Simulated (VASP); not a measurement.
# Al5Cu (P-6m2) in VASP: further runs, part 2 of 2

VASP 6.6.1.

### Step 5. Single point, PBE

This run uses another cell than the first one, of 15.68 Å³/atom.

File INCAR:

```
SYSTEM = Al5Cu
PREC = Accurate ; ENCUT = 520
EDIFF = 1E-6 ; ISMEAR = 0
SIGMA = 0.1 ; LREAL = .False.
LASPH = .True. ; NELM = 80
ALGO = Fast ; ISIF = 2
LWAVE = .False. ; LCHARG = .False.
GGA = PE ; NBANDS = 22
```

File KPOINTS:

```
regular mesh
0
Gamma
  18 18 4
  0 0 0
```

File POSCAR:

```
Al5Cu
1.0
    2.8347021190      0.0000000000      0.0000000000
   -1.4173510595      2.4549240472      0.0000000000
    0.0000000000      0.0000000000     13.5223678680
Al Cu
5 1
Direct
    0.3333333333      0.6666666667      0.8245179236
    0.3333333333      0.6666666667      0.1754820764
    0.6666666667      0.3333333333      0.0000000000
    0.6666666667      0.3333333333      0.3496167974
    0.6666666667      0.3333333333      0.6503832026
    0.3333333333      0.6666666667      0.5000000000
```

Potentials or basis: VASP PAW PBE potentials, release 64 (Al, Cu).

The run is started by

```bash
> cat potpaw_PBE.64/Al/POTCAR potpaw_PBE.64/Cu/POTCAR > POTCAR
> mpirun -np 1 vasp_std > vasp.out
```

OUTCAR:

```text
SYSTEM = Al5Cu
   PREC = Accurate
   ENCUT = 520
   EDIFF = 1E-6
   ISMEAR = 0
   LREAL = .False.
   LASPH = .True.
   NELM = 80
   ISIF = 2
   GGA = PE

 ion  position               nearest neighbor table
   1  0.333  0.667  0.825-   5 2.87   5 2.87   5 2.87   3 2.88   3 2.88   3 2.88
   2  0.333  0.667  0.175-   4 2.87   4 2.87   4 2.87   3 2.88   3 2.88   3 2.88
   3  0.667  0.333  0.000-   1 2.88   2 2.88   1 2.88   2 2.88   1 2.88   2 2.88
   4  0.667  0.333  0.350-   6 2.61   6 2.61   6 2.61   2 2.87   2 2.87   2 2.87
   5  0.667  0.333  0.650-   6 2.61   6 2.61   6 2.61   1 2.87   1 2.87   1 2.87
   6  0.333  0.667  0.500-   4 2.61   5 2.61   4 2.61   5 2.61   4 2.61   5 2.61

  LATTYP: Found a hexagonal cell.
 ALAT       =     2.8347021190
 C/A-ratio  =     4.7702958901

  Lattice vectors:

 A1 = (   2.8347021190,   0.0000000000,   0.0000000000)
 A2 = (  -1.4173510595,   2.4549240472,   0.0000000000)
 A3 = (   0.0000000000,   0.0000000000,  13.5223678680)

Analysis of symmetry for initial positions (statically):
=====================================================================
 Subroutine PRICEL returns:
 Original cell was already a primitive cell.

[... 183 lines left out ...]
 fundamental gap:      0.0100558885
 Fermi energy:         8.0370453590

 k-point     1 :       0.0000    0.0000    0.0000
  band No.  band energies     occupation
      1      -3.0380      2.00000
      2      -2.3707      2.00000
      3      -2.0162      2.00000
      4       0.0414      2.00000
      5       0.4763      2.00000
      6       3.4102      2.00000
[... 589 lines left out ...]
     21      12.2150      0.00000
     22      12.6492      0.00000

 [... further k-points ...]

------------------------ aborting loop because EDIFF is reached ----------------------------------------

  FORCE on cell =-STRESS in cart. coord.  units (eV):
  Direction    XX          YY          ZZ          XY          YZ          ZX
  --------------------------------------------------------------------------------------
  -------------------------------------------------------------------------------------
  Total        0.1250489      0.1250489      0.1467727      0.0000000     -0.0000000      0.0000000
  in kB        2.1290813      2.1290813      2.4989501      0.0000000     -0.0000000      0.0000000
  external PRESSURE =       2.2523709 kB  Pullay stress =       0.0000000 kB

 VOLUME and BASIS-vectors are now :
 -----------------------------------------------------------------------------
  energy-cutoff  :      520.00
  volume of cell :       94.10
      direct lattice vectors                 reciprocal lattice vectors
     2.834702119  0.000000000  0.000000000     0.352770753  0.203672289  0.000000000
    -1.417351060  2.454924047  0.000000000     0.000000000  0.407344578  0.000000000
     0.000000000  0.000000000 13.522367868     0.000000000  0.000000000  0.073951545

 POSITION                                       TOTAL-FORCE (eV/Angst)
 -----------------------------------------------------------------------------------
     -0.00000      1.63662     11.14943        -0.000000      0.000000      0.000687
     -0.00000      1.63662      2.37293        -0.000000     -0.000000     -0.000687
      1.41735      0.81831      0.00000         0.000000      0.000000      0.000000
      1.41735      0.81831      4.72765         0.000000     -0.000000     -0.018699
      1.41735      0.81831      8.79472         0.000000      0.000000      0.018699
     -0.00000      1.63662      6.76118        -0.000000     -0.000000      0.000000
 -----------------------------------------------------------------------------------
    total drift:                                0.000000     -0.000000     -0.000000

  FREE ENERGIE OF THE ION-ELECTRON SYSTEM (eV)
  ---------------------------------------------------
  free  energy   TOTEN  =       -22.4700047526 eV

  energy  without entropy=      -22.4590475720  energy(sigma->0) =      -22.46452616
```

OSZICAR:

```text
N       E                     dE             d eps       ncg     rms          rms(c)
DAV:   1     0.930067404182E+02    0.93007E+02   -0.99833E+03  4884   0.112E+03
DAV:   2    -0.186068979731E+02   -0.11161E+03   -0.10429E+03  4938   0.216E+02
DAV:   3    -0.253569469957E+02   -0.67500E+01   -0.62746E+01  6852   0.536E+01
DAV:   4    -0.255516951420E+02   -0.19475E+00   -0.19386E+00  6330   0.754E+00
[... 11 lines left out ...]
RMM:  16    -0.224700073136E+02   -0.68822E-04   -0.69619E-04  6644   0.126E-01    0.348E-02
RMM:  17    -0.224700620395E+02   -0.54726E-04   -0.10582E-04  6608   0.810E-02    0.660E-02
RMM:  18    -0.224700007465E+02    0.61293E-04   -0.15889E-04  6094   0.147E-01    0.128E-02
RMM:  19    -0.224700044319E+02   -0.36854E-05   -0.38810E-05  6210   0.305E-02    0.118E-02
RMM:  20    -0.224700047526E+02   -0.32077E-06   -0.42522E-06  5250   0.177E-02
   1 F= -.22470005E+02 E0= -.22464526E+02  d E =-.109572E-01
```

stdout:

```text
POSCAR found type information on POSCAR AlCu
 POSCAR found :  2 types and       6 ions
 scaLAPACK will be used
 LDA part: xc-table for (Slater+PW92), standard interpolation
 POSCAR, INCAR and KPOINTS ok, starting setup
 FFT: planning ... GRIDC
 FFT: planning ... GRID_SOFT
 FFT: planning ... GRID
 WAVECAR not read
 entering main loop
```

It took 9.2 min on 1 thread of Intel Xeon 8259CL, shared host; peak memory 0.38 GiB.

What came out:

```yaml
Free_energy: -22.4700 eV
Pressure: 0.2 GPa
Largest_force: 0.019 eV/Å
Band_gap_on_the_k_mesh: zero (bands 13 and 14 overlap by 3.85 eV)
```

Forces on the atoms (eV/Å):
```
Al   0.000  0.000  0.001
Al   0.000  0.000 -0.001
Al   0.000  0.000  0.000
Al   0.000  0.000 -0.019
Al   0.000  0.000  0.019
Cu   0.000  0.000  0.000
```

Levels at points of the mesh, in eV from the Fermi level:
| k point | band 9 | band 10 | band 11 | band 12 | band 13 | band 14 | band 15 | band 16 | band 17 | band 18 |
| --- | --- | --- | --- | --- | --- | --- | --- | --- | --- | --- |
| (0.00, 0.00, 0.00) | -3.43 | -3.15 | -3.15 | -2.80 | 1.41 | 2.28 | 8.00 | 8.72 | 11.06 | 11.06 |
| (0.50, 0.00, 0.00) | -3.35 | -2.66 | -2.61 | -2.05 | -1.59 | -1.12 | -0.53 | 1.46 | 2.23 | 2.72 |
| (0.00, 0.00, 0.50) | -3.43 | -3.15 | -3.15 | -1.51 | -0.50 | 4.61 | 5.37 | 11.06 | 11.12 | 11.14 |
| (0.50, 0.00, 0.50) | -3.35 | -3.03 | -2.61 | -2.47 | -1.60 | -0.30 | 0.08 | 0.58 | 0.83 | 4.16 |

### Step 6. The runs side by side

```csv
task,cell,k mesh,cutoff (eV),gap on the mesh (eV),pressure (GPa),largest force (eV/Å)
single point,"a = 2.784, b = 2.784, c = 13.538 Å, angles 90.0, 90.0, 120.0°, 6 atoms, atomic positions A",6 × 6 × 2,520,none,3.8,0.79
single point,"a = 2.840, b = 2.840, c = 13.616 Å, angles 90.0, 90.0, 120.0°, 6 atoms, atomic positions B",6 × 6 × 2,520,none,0.0,0.01
relaxation of cell and atoms,"relaxed from a = 2.784, b = 2.784, c = 13.538 Å, angles 90.0, 90.0, 120.0°, 6 atoms, atomic positions A",6 × 6 × 2,600,-,-0.1,0.01
single point,"a = 2.835, b = 2.835, c = 13.522 Å, angles 90.0, 90.0, 120.0°, 6 atoms, atomic positions C",18 × 18 × 4,520,none,0.2,0.02
```

Alike in all rows: level PBE; potentials or basis VASP PAW PBE potentials, release 64 (Al, Cu); no spin polarisation; smearing gaussian 0.1 eV.

Caveats: some runs use coarse meshes; the highest band is partly filled, so the run has too few bands (at least some runs).

Absolute energies hang on the potentials; compare differences alone.
